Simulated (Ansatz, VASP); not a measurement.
## One calculation of TaSi2, two programs

Contents of INCAR:

```
PREC = Accurate ; ENCUT = 520
EDIFF = 1E-7 ; ISMEAR = 0
SIGMA = 0.15 ; LREAL = F
LASPH = T ; NELM = 100
ALGO = Normal ; ISIF = 2
LWAVE = F ; LCHARG = F
GGA = PS ; NBANDS = 38
```

The input KPOINTS:

```
Automatic mesh
0
Gamma
  12 12 6
```

File POSCAR:

```
TaSi2
1.0
    4.7609902416      0.0000000000      0.0000000000
   -2.3804951208      4.1231384964      0.0000000000
    0.0000000000      0.0000000000      6.5561430355
Ta Si
3 6
Direct
    0.5000000000      0.0000000000      0.0000000000
    0.5000000000      0.5000000000      0.6666666667
    0.0000000000      0.5000000000      0.3333333333
    0.1592827538      0.3185655076      0.0000000000
    0.8407172462      0.1592827538      0.6666666667
    0.6814344924      0.8407172462      0.3333333333
    0.8407172462      0.6814344924      0.0000000000
    0.1592827538      0.8407172462      0.6666666667
    0.3185655076      0.1592827538      0.3333333333
```

Input for Ansatz:

```yaml
crystal:
  lattice:
    - [4.7609902416, 0.0, 0.0]
    - [-2.3804951208, 4.1231384964, 0.0]
    - [0.0, 0.0, 6.5561430355]
  atoms:
    - { symbol: Ta, position: [0.5, 0.0, 0.0] }
    - { symbol: Ta, position: [0.5, 0.5, 0.6666666667] }
    - { symbol: Ta, position: [0.0, 0.5, 0.3333333333] }
    - { symbol: Si, position: [0.1592827538, 0.3185655076, 0.0] }
    - { symbol: Si, position: [0.8407172462, 0.1592827538, 0.6666666667] }
    - { symbol: Si, position: [0.6814344924, 0.8407172462, 0.3333333333] }
    - { symbol: Si, position: [0.8407172462, 0.6814344924, 0.0] }
    - { symbol: Si, position: [0.1592827538, 0.8407172462, 0.6666666667] }
    - { symbol: Si, position: [0.3185655076, 0.1592827538, 0.3333333333] }
basis:
  ecutwfc: 420
kpoints:
  mp_grid: { grid: [12, 12, 6] }
hamiltonian:
  xc: pbesol
scf:
  occupations: { method: gaussian, width: 0.15 }
output:
  forces: true
  stress: true
  eigenvalues: true
```

Alike in both runs: task single point; functional PBEsol; k mesh 12 × 12 × 6; occupations gaussian, width 0.15 eV; no spin polarisation.

|  | VASP | Ansatz |
| --- | --- | --- |
| version | VASP 6.6.1 | Ansatz 0.2.0 |
| potentials or method | VASP PAW PBE potentials, release 64 (Ta_pv, Si), cutoff 520 eV | scalar-relativistic, plane waves, PAW |
| valence electrons in the cell | 57 | 63 |

VASP gave:

- gap on the k mesh at the Fermi level (eV): none
- pressure (GPa): 0.3
- traceless stress, the component that is largest in VASP (GPa): 0.11
- rms of the force components (eV/Å): 0.002

Problem. What did Ansatz give for the same quantities?

Solution. gap on the k mesh at the Fermi level (eV): none; pressure (GPa): 0.0; traceless stress, the component that is largest in VASP (GPa): 0.05; rms of the force components (eV/Å): 0.003.

VASP's potentials were made for PBE, not for PBEsol. Atom by atom the forces differ by 0.001 eV/Å (rms over components). A gap of «none» marks a metal or a gap that the smearing closes. VASP's potentials hold 57 valence electrons a cell and Ansatz's 63, so a difference there can come from the potentials and not from the codes.

Spin-orbit coupling is off throughout.
